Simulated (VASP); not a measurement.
Input of a VASP 6.6.1 run:

File INCAR:

```
SYSTEM = CuSi16
PREC = Accurate
ENCUT = 520
EDIFF = 1E-6
ISMEAR = -1
SIGMA = 0.02
LREAL = Auto
LASPH = .TRUE.
NELM = 80
ALGO = Normal
ISIF = 2
LWAVE = .FALSE.
LCHARG = .FALSE.
GGA = PE
NELECT = 74.0
NBANDS = 52
```

KPOINTS

```
regular mesh
0
G
  2 2 2
  0 0 0
```

POSCAR

```
CuSi16
1.0
    0.0000000000      5.4300000000      5.4300000000
    5.4300000000      0.0000000000      5.4300000000
    5.4300000000      5.4300000000      0.0000000000
Si Cu
16 1
Direct
   -0.0367863720     -0.0013167587      0.0101565378
    0.1774953959      0.0844198895      0.0716758748
   -0.0252025783      0.0237292818      0.4655340700
    0.1061325967      0.1209023941      0.6153222836
   -0.0004880295      0.4643370166      0.0361233886
    0.1255801105      0.6304419890      0.0938121547
    0.0645211786      0.4864180479      0.4518876611
    0.0898987109      0.6503591160      0.6197145488
    0.5433057090      0.0066390424     -0.0442081031
    0.6030939227      0.1698342541      0.1284714549
    0.4644843462     -0.0354788214      0.4978545120
    0.6082136280      0.1302209945      0.6000736648
    0.5149263352      0.5504880295     -0.0397882136
    0.6218968692      0.6329834254      0.1455801105
    0.4500368324      0.4975322284      0.5126151013
    0.6638766114      0.5540239411      0.6020902394
    0.8450276243      0.8438674033      0.4367771639
```

Potentials or basis: VASP PAW PBE potentials, release 64 (Si, Cu).

Command:

```sh
$ cat potpaw_PBE.64/Si/POTCAR potpaw_PBE.64/Cu/POTCAR > POTCAR
$ mpirun -np 1 vasp_std > vasp.out
```

(1) Estimate the largest force.

Results:

(1) 2.523 eV/Å.

Caveat: the k points lie up to 0.50 Å⁻¹ apart; the cell carries a net charge on a neutralising background, which shifts energy and pressure.
